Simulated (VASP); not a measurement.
Here is a VASP 6.6.1 calculation.

File INCAR:

```
PREC = Accurate ; ENCUT = 600
EDIFF = 1E-7 ; ISMEAR = -1
SIGMA = 0.1 ; LREAL = False
LASPH = True ; NELM = 100
ALGO = Normal ; ISIF = 3
LWAVE = False ; LCHARG = False
GGA = PE ; IBRION = 2
NSW = 32 ; EDIFFG = -0.005
PSTRESS = 1300.0
```

File KPOINTS:

```
Automatic mesh
0
Gamma
  18 18 10
```

Contents of POSCAR:

```
V
1.0
    2.2918158284      0.0000000000      0.0000000000
   -1.1459079142      1.9847707282      0.0000000000
    0.0000000000      0.0000000000      4.1723599263
V
2
Direct
    0.3333333333      0.6666666667      0.2500000000
    0.6666666667      0.3333333333      0.7500000000
```

Potentials or basis: VASP PAW PBE potentials, release 64 (V_sv).

Run with:

```console
$ cat potpaw_PBE.64/V_sv/POTCAR > POTCAR
$ mpirun -np 1 vasp_std > vasp.out
```

Problem. What does it give for the space group after relaxing (to 0.1 Å)?

Solution. P6_3/mmc (No. 194).

Problem. Estimate the relaxed cell.

Solution. a = 2.297 Å, b = 2.297 Å, c = 4.169 Å, α = 90.00°, β = 90.00°, γ = 120.00°.

Problem. Predict the band gap on the k mesh.

Solution. Zero (bands 13 and 14 overlap by 3.39 eV).

Problem. Predict the relaxed volume.

Solution. 9.52 Å³/atom.

Final structure:
```
V
1.0
     2.29683    0.00000    0.00000
    -1.14842    1.98912    0.00000
     0.00000    0.00000    4.16876
V
2
Direct
  0.33333 0.66667 0.25000
  0.66667 0.33333 0.75000
```

Caveat: the cell is relaxed towards a set pressure, so the run minimises the enthalpy, not the energy.
